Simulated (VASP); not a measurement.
# GaN (scanat): single point with r2SCAN

GaN (scanat):

```
CELL_PARAMETERS angstrom
3.18282 0.00000 0.00000
-1.59141 2.75640 0.00000
0.00000 0.00000 5.18567
ATOMIC_POSITIONS crystal
Ga 0.33333 0.66667 0.93850
Ga 0.66667 0.33333 0.43850
N 0.33333 0.66667 0.43850
N 0.66667 0.33333 0.93850
```

```yaml
Program: VASP 6.6.1
Task: single point
Functional: r2SCAN
Potentials_or_basis: VASP PAW PBE potentials, release 64 (Ga_d, N)
Cutoff: 520 eV
k_mesh: 12 × 12 × 6
Occupations: gaussian, width 0.01 eV
Spin: no spin polarisation
```

```json
{
  "Pressure": "11.7 GPa",
  "Band gap on the k mesh": "2.39 eV, indirect (the least direct gap lies 1.7 meV higher)"
}
```

Stress tensor (GPa, compression positive):
```
17.97  0.00  0.00
 0.00 17.97  0.00
 0.00  0.00 -0.82
```

Levels at points of the mesh, in eV from the valence-band top:
| k point | band 16 | band 17 | band 18 | band 19 | band 20 | band 21 |
| --- | --- | --- | --- | --- | --- | --- |
| (0.00, 0.00, 0.00) | -0.58 | -0.58 | 0.00 | 2.39 | 4.00 | 9.89 |
| (0.50, 0.00, 0.00) | -3.24 | -2.27 | -1.19 | 5.07 | 5.96 | 6.42 |
| (0.00, 0.00, 0.50) | -0.93 | -0.93 | -0.93 | 4.44 | 4.44 | 8.81 |
| (0.50, 0.00, 0.50) | -2.89 | -1.08 | -1.08 | 4.93 | 4.93 | 6.96 |

Run time: 2.7 min on 1 thread of Intel(R) Xeon(R) Platinum 8375C CPU @ 2.90GHz (Ice Lake), on a shared host, peak memory 0.22 GiB.

Caveat: the PAW data sets were made with another functional, which shifts forces and pressure a little. r2SCAN opens gaps a little over a GGA but as a rule still falls short of measured ones.
